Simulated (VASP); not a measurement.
The system is RbCl.

```
CELL_PARAMETERS angstrom
0.00000 3.30573 3.30573
3.30573 0.00000 3.30573
3.30573 3.30573 0.00000
ATOMIC_POSITIONS crystal
Rb 0.00000 0.00000 0.00000
Cl 0.50000 0.50000 0.50000
```

Base run:

* Program: VASP 6.6.1
* Functional: PBE-based global hybrid
* Potentials or basis: VASP PAW PBE potentials, release 64 (Rb_sv, Cl)
* Cutoff: 400 eV
* k mesh: 4 × 4 × 4
* Occupations: gaussian, width 0.01 eV
* Spin: no spin polarisation

Its results: band gap on the k mesh 11.22 eV, direct; pressure -0.4 GPa.

Question: The run is repeated on the same cell with these changes: functional from PBE-based global hybrid to HSE06. What comes out?

Answer: Band gap on the k mesh 6.25 eV, direct; pressure 0.3 GPa.

Caveats: the PAW data sets were made with another functional, which shifts forces and pressure a little.

